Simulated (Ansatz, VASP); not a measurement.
## One calculation of KCl, two programs

```
CELL_PARAMETERS angstrom
0.00000 3.03822 3.03822
3.03822 0.00000 3.03822
3.03822 3.03822 0.00000
ATOMIC_POSITIONS crystal
K 0.00000 0.00000 0.00000
Cl 0.50000 0.50000 0.50000
```

Alike in both runs: functional LDA; k mesh 6 × 6 × 6; occupations gaussian, width 0.02 eV; no spin polarisation.

Ansatz relaxed the structure, and its values are those at the end. VASP's run is a single point on that final structure, the one shown.

|  | VASP | Ansatz |
| --- | --- | --- |
| version | VASP 6.6.1 | Ansatz 0.2.0 |
| potentials or method | VASP PAW LDA potentials, release 64 (K_sv, Cl), cutoff 500 eV | scalar-relativistic, plane waves, PAW |
| valence electrons in the cell | 16 | 16 |

|  | VASP | Ansatz | Ansatz less VASP |
| --- | --- | --- | --- |
| gap on the k mesh at the Fermi level (eV) | 5.12 | 5.11 | -0.004 |
| least direct gap on the mesh (eV) | 5.12 | 5.11 | -0.004 |
| pressure (GPa) | 0.1 | 0.0 | -0.09 |

LDA's correlation is that of Perdew and Zunger in VASP and of Perdew and Wang (1992) in Ansatz.
